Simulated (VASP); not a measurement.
A run of VASP 6.6.1:

INCAR

```
SYSTEM = Au
ALGO     = Normal         ! electronic algorithm
EDIFF    = 1E-6           ! SCF threshold, eV
ENCUT    = 500            ! plane-wave cutoff, eV
GGA      = PE             ! functional
GGA_COMPAT= .False.      
ISIF     = 2              ! what is computed and relaxed
ISMEAR   = 0              ! smearing method
LASPH    = .True.         ! aspherical terms in the spheres
LCHARG   = .False.        ! write CHGCAR
LREAL    = .False.        ! projectors in reciprocal space
LWAVE    = .False.        ! write WAVECAR
NBANDS   = 18             ! bands
NELM     = 120            ! most SCF steps
PREC     = Accurate       ! precision mode
SIGMA    = 0.15           ! smearing width, eV
```

The input KPOINTS:

```
k-points
0
Gamma
  18 18 10
  0 0 0
```

File POSCAR:

```
Au
1.0
    2.8440378883      0.0000000000      0.0000000000
   -1.4220189441      2.4630090606      0.0000000000
    0.0000000000      0.0000000000      4.7677800545
Au
2
Direct
    0.1886622649      0.6666666667      0.7500000000
    0.8113377351      0.3333333333      0.2500000000
```

Potentials or basis: VASP PAW PBE potentials, release 64 (Au).

Run with:

```sh
$ cat potpaw_PBE.64/Au/POTCAR > POTCAR
$ mpirun -np 1 vasp_std > vasp.out
```

Hardware: 1 thread of AMD EPYC 9R45 96-Core Processor (Zen 5), with other jobs on the host.

Q: How long does it take, and how much memory?

A: Run time: 3.6 min on 1 thread of AMD EPYC 9R45 96-Core Processor (Zen 5) (shared host), peak memory 0.5 GiB. Counts: scf iterations 11, k points 984.
